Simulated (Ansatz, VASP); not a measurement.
**Ge: VASP beside Ansatz**

Contents of INCAR:

```
PREC = Accurate
ENCUT = 520
EDIFF = 1E-6
ISMEAR = 0
SIGMA = 0.15
LREAL = False
LASPH = True
NELM = 100
ALGO = Normal
ISIF = 2
LWAVE = False
LCHARG = True
GGA = PE
LELF = True
LVHAR = True
NBANDS = 21
```

Contents of KPOINTS:

```
regular mesh
0
Gamma
  14 14 14
```

Contents of POSCAR:

```
Ge
1.0
   -0.1152213909      2.8805347716      2.7653133807
    2.8805347716     -0.1152213909      2.7653133807
    2.7653133807      2.7653133807      0.0000000000
Ge
2
Direct
    0.5000000000      0.5000000000      0.5000000000
    0.7500000000      0.7500000000      0.7500000000
```

Input for Ansatz:

```yaml
crystal:
  lattice:
    - [-0.1152213909, 2.8805347716, 2.7653133807]
    - [2.8805347716, -0.1152213909, 2.7653133807]
    - [2.7653133807, 2.7653133807, 0.0]
  atoms:
    - { symbol: Ge, position: [0.5, 0.5, 0.5] }
    - { symbol: Ge, position: [0.75, 0.75, 0.75] }
basis:
  ecutwfc: 420
kpoints:
  mp_grid: { grid: [14, 14, 14] }
hamiltonian:
  xc: pbe
scf:
  occupations: { method: gaussian, width: 0.15 }
output:
  forces: true
  stress: true
  eigenvalues: true
```

Change from the starting cell: engineering shear strain xy -0.0800, normal strain along z -0.0400.

Alike in both runs: task single point; functional PBE; k mesh 14 × 14 × 14; occupations gaussian, width 0.15 eV; no spin polarisation.

```csv
,VASP,Ansatz
version,VASP 6.6.1,Ansatz 0.2.0
potentials or method,"VASP PAW PBE potentials, release 64 (Ge_d), cutoff 520 eV","scalar-relativistic, plane waves, PAW"
valence electrons in the cell,28,28
```

Ansatz gave:

| Property | Result |
| --- | --- |
| gap on the k mesh at the Fermi level (eV) | none |
| pressure (GPa) | 3.4 |
| traceless stress, the component that is largest in VASP (GPa) | 6.52 |
| rms of the force components (eV/Å) | 0.420 |

Question: Which values does VASP return?

Answer: gap on the k mesh at the Fermi level (eV): none; pressure (GPa): 3.3; traceless stress, the component that is largest in VASP (GPa): 6.50; rms of the force components (eV/Å): 0.418.

Atom by atom the forces differ by 0.002 eV/Å (rms over components). A gap of «none» marks a metal or a gap that the smearing closes. With one functional, cell and mesh, what is left measures potentials, basis and numerics.
